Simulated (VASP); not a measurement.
The system is LiH.

```
Li H
1.0
     2.50166    0.00000    0.00000
     0.00000    2.50166    0.00000
     0.00000    0.00000    2.50166
Li H
1 1
Direct
  0.00000 0.00000 0.00000
  0.50000 0.50000 0.50000
```

Base run:

* Program: VASP 6.6.1
* Functional: PBE
* Potentials or basis: VASP PAW PBE potentials, release 64 (Li_sv, H)
* Cutoff: 520 eV
* k mesh: 8 × 8 × 8
* Occupations: gaussian, width 0.01 eV
* Spin: no spin polarisation

Its results: band gap on the k mesh 0.73 eV, indirect (least direct gap 4.21 eV).

Q: The run is repeated on the same cell with these changes: functional from PBE to r2SCAN. What comes out?

A: Band gap on the k mesh 1.30 eV, indirect (least direct gap 4.89 eV).

r2SCAN gives the wider gap, since meta-GGAs in the generalised Kohn-Sham scheme recover part of the derivative discontinuity.

A k mesh can miss the band edges.
